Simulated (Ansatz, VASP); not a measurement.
## BaZrO3 in VASP and in Ansatz

Contents of INCAR:

```
PREC = Accurate
ENCUT = 910
EDIFF = 1E-6
ISMEAR = -1
SIGMA = 0.05
LREAL = F
LASPH = T
NELM = 120
ALGO = Normal
ISIF = 2
LWAVE = F
LCHARG = T
GGA = PE
LELF = T
LVHAR = T
NBANDS = 28
GGA_COMPAT = F
```

File KPOINTS:

```
regular mesh
0
Gamma
  6 6 6
```

Contents of POSCAR:

```
BaZrO3
1.0
    4.1913400000      0.0000000000      0.0000000000
    0.0000000000      4.1913400000      0.0000000000
    0.0000000000      0.0000000000      4.1913400000
Ba Zr O
1 1 3
Direct
    0.0000000000      0.0000000000      0.0000000000
    0.5000000000      0.5000000000      0.5000000000
    0.5000000000      0.5000000000      0.0000000000
    0.5000000000      0.0000000000      0.5000000000
    0.0000000000      0.5000000000      0.5000000000
```

File input.yaml:

```yaml
crystal:
  lattice:
    - [4.19134, 0.0, 0.0]
    - [0.0, 4.19134, 0.0]
    - [0.0, 0.0, 4.19134]
  atoms:
    - { symbol: Ba, position: [0.0, 0.0, 0.0] }
    - { symbol: Zr, position: [0.5, 0.5, 0.5] }
    - { symbol: O, position: [0.5, 0.5, 0.0] }
    - { symbol: O, position: [0.5, 0.0, 0.5] }
    - { symbol: O, position: [0.0, 0.5, 0.5] }
hamiltonian:
  xc: pbe
  pseudopotentials: { kind: paw }
kpoints:
  mp_grid: { grid: [6, 6, 6] }
  band_path:
    path:
      - [[0.0, 0.0, 0.0], [0.0, 0.5, 0.0], [0.5, 0.5, 0.0], [0.0, 0.0, 0.0], [0.5, 0.5, 0.5], [0.0, 0.5, 0.0]]
      - [[0.5, 0.5, 0.0], [0.5, 0.5, 0.5]]
    npoints: 14
scf:
  occupations: { method: fermi_dirac, width: 0.05 }
  n_extra_bands: 12
output:
  forces: true
  stress: true
  eigenvalues: true
  fatbands: false
```

Alike in both runs: functional PBE; k mesh 6 × 6 × 6; occupations fermi-dirac, width 0.05 eV; no spin polarisation.

|  | VASP | Ansatz |
| --- | --- | --- |
| version | VASP 6.6.1 | Ansatz 0.2.0 |
| potentials or method | VASP PAW PBE potentials, release 64 (Ba_sv, Zr_sv, O_h) | Ansatz PAW |
| plane-wave cutoff (eV) | 910 | 420 |
| valence electrons in the cell | 40 | 40 |
| task | single point | band structure |

|  | VASP | Ansatz | Ansatz less VASP |
| --- | --- | --- | --- |
| gap on the k mesh at the Fermi level (eV) | 3.19 | 3.24 | +0.046 |
| least direct gap on the mesh (eV) | 3.42 | 3.44 | +0.021 |

Spin-orbit coupling is off throughout. Noted on VASP's run: the cutoff is short for stress, so the pressure is rough.
